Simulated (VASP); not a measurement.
Wanted: the native input for a VASP 6.6.1 run.

| Quantity | Value |
| --- | --- |
| Task | single point |
| Functional | LDA |
| Potentials or basis | VASP PAW LDA potentials, release 64 (Tl_d, Cu, As, Pb_d, S) |
| Cutoff | 520 eV |
| k mesh | 1 × 1 × 1 |
| Occupations | fermi-dirac, width 0.05 eV |
| Spin | no spin polarisation |
| Dipole correction | no |
| Further INCAR settings | LREAL = Auto; ALGO = Normal; EDIFF = 1e-07; NBANDS = 94 |

The structure of TlCuAs2PbS5 lies in POSCAR:

```
TlCuAs2PbS5
1.0
    8.0261600000      0.0000000000      0.0000000000
    3.5688530000      7.3616380000      0.0000000000
    2.5676850000      2.9371490000      8.2473360000
Tl Cu As Pb S
2 2 4 2 10
Direct
    0.7495402774      0.2125058140      0.7176377924
    0.1815335820      0.8433753413      0.3896894706
    0.3348998935      0.2800541266      0.3747998141
    0.5964737468      0.8092322089      0.5750220435
    0.5352435239      0.0603344854      0.1710976732
    0.4387008925      0.9388392160      0.8587257752
    0.8634492772      0.6433209736      0.3031524361
    0.0523611176      0.3515725263      0.7384202608
    0.7046983276      0.5183088066      0.0971343959
    0.2670040176      0.5072937871      0.8995753295
    0.7717679721      0.8603838335      0.0427168240
    0.1423221460      0.1912438876      0.9747996201
    0.6285786948      0.0632586508      0.3749938162
    0.2889291556      0.8437099117      0.7077315633
    0.3452031708      0.7410045218      0.0909020804
    0.5850635471      0.3215695421      1.0146306638
    0.6022090309      0.5332028654      0.4344190657
    0.2984354983      0.4101138743      0.5844068921
    0.7968512349      0.6490583792      0.7792819403
    0.1292141783      0.4024396535      0.2385255069
```

One way to write it, as run:

INCAR

```
PREC = Accurate
ENCUT = 520
EDIFF = 1E-7
ISMEAR = -1
SIGMA = 0.05
LREAL = Auto
LASPH = T
NELM = 60
ALGO = Normal
ISIF = 2
LWAVE = F
LCHARG = F
NBANDS = 94
```

KPOINTS

```
regular mesh
0
Gamma
  1 1 1
```

Potentials or basis: VASP PAW LDA potentials, release 64 (Tl_d, Cu, As, Pb_d, S).

The run is started by

```sh
$ cat potpaw_LDA.64/Tl_d/POTCAR potpaw_LDA.64/Cu/POTCAR potpaw_LDA.64/As/POTCAR potpaw_LDA.64/Pb_d/POTCAR potpaw_LDA.64/S/POTCAR > POTCAR
$ mpirun -np 1 vasp_gam > vasp.out
```

Results of the run:

```json
{
  "Pressure": "-0.4 GPa",
  "Largest force": "2.332 eV/Å"
}
```

Caveat: the k points lie up to 0.91 Å⁻¹ apart; forces of over 1 eV/Å act on the atoms, so gaps and moduli don't describe the material at rest.

Run time: 110 s on 1 thread of Intel(R) Xeon(R) Platinum 8259CL CPU @ 2.50GHz (Skylake/Cascade Lake), with other jobs on the host, peak memory 0.44 GiB.
